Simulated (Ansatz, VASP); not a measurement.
# HfO2: VASP beside Ansatz

Contents of POSCAR:

```
HfO2
1.0
    5.5407018328      0.0000000000      0.0000000000
    0.0000000000      3.3166991134      0.0000000000
    0.0000000000      0.0000000000      6.4680332083
Hf O
4 8
Direct
    0.7521221756      0.2500000000      0.1089706687
    0.2478778244      0.7500000000      0.8910293313
    0.2521221756      0.2500000000      0.3910293313
    0.7478778244      0.7500000000      0.6089706687
    0.9775199784      0.7500000000      0.3404018056
    0.0224800216      0.2500000000      0.6595981944
    0.4775199784      0.7500000000      0.1595981944
    0.5224800216      0.2500000000      0.8404018056
    0.8602156528      0.7500000000      0.9243152393
    0.1397843472      0.2500000000      0.0756847607
    0.3602156528      0.7500000000      0.5756847607
    0.6397843472      0.2500000000      0.4243152393
```

The input INCAR.step1:

```
PREC = Accurate
ENCUT = 520
ISMEAR = 0
SIGMA = 0.05
LREAL = False
LASPH = True
NELM = 60
NBANDS = 56
GGA = PE
ALGO = Normal
EDIFF = 1E-4
LWAVE = True
LCHARG = False
```

Contents of INCAR.step2:

```
PREC = Accurate
ENCUT = 520
EDIFF = 1E-7
ISMEAR = 0
SIGMA = 0.05
LREAL = False
LASPH = True
NELM = 60
ALGO = Normal
ISIF = 2
LWAVE = False
LCHARG = False
METAGGA = R2SCAN
LMIXTAU = True
NBANDS = 56
ISTART = 1
```

Contents of KPOINTS:

```
Automatic mesh
0
Gamma
  4 6 4
```

Input for Ansatz:

```yaml
crystal:
  lattice:
    - [5.5407018328, 0.0, 0.0]
    - [0.0, 3.3166991134, 0.0]
    - [0.0, 0.0, 6.4680332083]
  atoms:
    - { symbol: Hf, position: [0.7521221756, 0.25, 0.1089706687] }
    - { symbol: Hf, position: [0.2478778244, 0.75, 0.8910293313] }
    - { symbol: Hf, position: [0.2521221756, 0.25, 0.3910293313] }
    - { symbol: Hf, position: [0.7478778244, 0.75, 0.6089706687] }
    - { symbol: O, position: [0.9775199784, 0.75, 0.3404018056] }
    - { symbol: O, position: [0.0224800216, 0.25, 0.6595981944] }
    - { symbol: O, position: [0.4775199784, 0.75, 0.1595981944] }
    - { symbol: O, position: [0.5224800216, 0.25, 0.8404018056] }
    - { symbol: O, position: [0.8602156528, 0.75, 0.9243152393] }
    - { symbol: O, position: [0.1397843472, 0.25, 0.0756847607] }
    - { symbol: O, position: [0.3602156528, 0.75, 0.5756847607] }
    - { symbol: O, position: [0.6397843472, 0.25, 0.4243152393] }
basis:
  ecutwfc: 500
kpoints:
  mp_grid: { grid: [4, 6, 4] }
hamiltonian:
  xc: r2scan
scf:
  occupations: { method: gaussian, width: 0.05 }
output:
  forces: true
  stress: true
  eigenvalues: true
  write_density: true
  write_potential: true
  elf: true
  volumetric_format: npy
```

Alike in both runs: task single point; functional r2SCAN; k mesh 4 × 6 × 4; occupations gaussian, width 0.05 eV; no spin polarisation.

```csv
,VASP,Ansatz
version,VASP 6.6.1,Ansatz 0.2.0
potentials or method,"VASP PAW PBE potentials, release 64 (Hf_pv, O), cutoff 520 eV","scalar-relativistic, plane waves, PAW"
valence electrons in the cell,88,152
```

|  | VASP | Ansatz | Ansatz less VASP |
| --- | --- | --- | --- |
| gap on the k mesh at the Fermi level (eV) | 3.92 | 3.98 | +0.051 |
| least direct gap on the mesh (eV) | 3.92 | 3.98 | +0.051 |
| pressure (GPa) | -4.0 | 0.0 | +3.99 |
| traceless stress, the component that is largest in VASP (GPa) | 0.08 | -0.01 | -0.091 |
| rms of the force components (eV/Å) | 0.035 | 0.001 | -0.0348 |

VASP's potentials were made for PBE, not for r2SCAN. Atom by atom the forces differ by 0.035 eV/Å (rms over components). One of these differences is far larger than is usual between the two programs; its cause wasn't traced. VASP's potentials hold 88 valence electrons a cell and Ansatz's 152, so a difference there can come from the potentials and not from the codes.

Spin-orbit coupling is off throughout.
